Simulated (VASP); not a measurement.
Wanted: the native input for a VASP 6.6.1 run.

| Property | Result |
| --- | --- |
| Task | single point |
| Functional | LDA |
| Potentials or basis | VASP PAW LDA potentials, release 64 (Ta_pv) |
| Cutoff | 500 eV |
| k mesh | 7 × 7 × 7 |
| Occupations | fermi-dirac, width 0.05 eV |
| Spin | no spin polarisation |
| Dipole correction | no |
| Further INCAR settings | ALGO = Normal; EDIFF = 1e-06; NBANDS = 12 |

The structure of Ta lies in POSCAR:

```
Ta
1.0
   -1.6275660636      1.6275660636      1.6275660636
    1.6275660636     -1.6275660636      1.6275660636
    1.6275660636      1.6275660636     -1.6275660636
Ta
1
Direct
    0.0000000000      0.0000000000      0.0000000000
```

One way to write it, as run:

INCAR

```
SYSTEM = Ta
ALGO = Normal ; EDIFF = 1E-6
ENCUT = 500 ; GGA_COMPAT = .FALSE.
ISIF = 2 ; ISMEAR = -1
LASPH = .TRUE. ; LCHARG = .TRUE.
LELF = .TRUE. ; LREAL = .FALSE.
LVHAR = .TRUE. ; LWAVE = .FALSE.
NBANDS = 12 ; NELM = 120
PREC = Accurate ; SIGMA = 0.05
```

KPOINTS

```
k-points
0
G
  7 7 7
  0 0 0
```

Potentials or basis: VASP PAW LDA potentials, release 64 (Ta_pv).

Run with:

```bash
$ cat potpaw_LDA.64/Ta_pv/POTCAR > POTCAR
$ mpirun -np 1 vasp_std > vasp.out
```

Results of the run:

| Property | Result |
| --- | --- |
| Pressure | 2.5 GPa |

Caveat: the k points lie up to 0.39 Å⁻¹ apart.

Wall time 3.6 s on 1 thread of Intel(R) Xeon(R) Platinum 8259CL CPU @ 2.50GHz (Skylake/Cascade Lake), with other jobs on the host, peak memory 0.13 GiB.
